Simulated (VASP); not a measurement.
A run of VASP 6.6.1:

Contents of INCAR:

```
ALGO = Normal ; EDIFF = 1E-6
ENCUT = 600 ; GGA = PS
GGA_COMPAT = F ; ISIF = 2
ISMEAR = 0 ; LASPH = T
LCHARG = F ; LREAL = F
LWAVE = F ; NBANDS = 74
NELM = 120 ; PREC = Accurate
SIGMA = 0.02
```

Contents of KPOINTS:

```
k-points
0
Gamma
  6 6 6
```

Contents of POSCAR:

```
LuVO4
1.0
   -3.4625729563      3.4625729563      3.0656820003
    3.4625729563     -3.4625729563      3.0656820003
    3.4625729563      3.4625729563     -3.0656820003
Lu V O
2 2 8
Direct
    0.7500000000      0.2500000000      0.5000000000
    0.0000000000      0.0000000000      0.0000000000
    0.5000000000      0.5000000000      0.0000000000
    0.2500000000      0.7500000000      0.5000000000
    0.5118689649      0.3232393505      0.1886296144
    0.0732393505      0.3846097361      0.3113703856
    0.1346097361      0.3232393505      0.8113703856
    0.0732393505      0.7618689649      0.6886296144
    0.2381310351      0.9267606495      0.3113703856
    0.6767606495      0.4881310351      0.8113703856
    0.6153902639      0.9267606495      0.6886296144
    0.6767606495      0.8653902639      0.1886296144
```

Potentials or basis: VASP PAW PBE potentials, release 64 (Lu, V_sv, O).

Launch:

```sh
$ cat potpaw_PBE.64/Lu/POTCAR potpaw_PBE.64/V_sv/POTCAR potpaw_PBE.64/O/POTCAR > POTCAR
$ mpirun -np 1 vasp_std > vasp.out
```

Hardware: 1 thread of AMD EPYC 7R13 Processor (Zen 3), with other jobs on the host.

Q: How long does it take, and how much memory?

A: Wall time 7.9 min on 1 thread of AMD EPYC 7R13 Processor (Zen 3) (shared host), peak memory 0.52 GiB. Counts: scf iterations 18, k points 30.
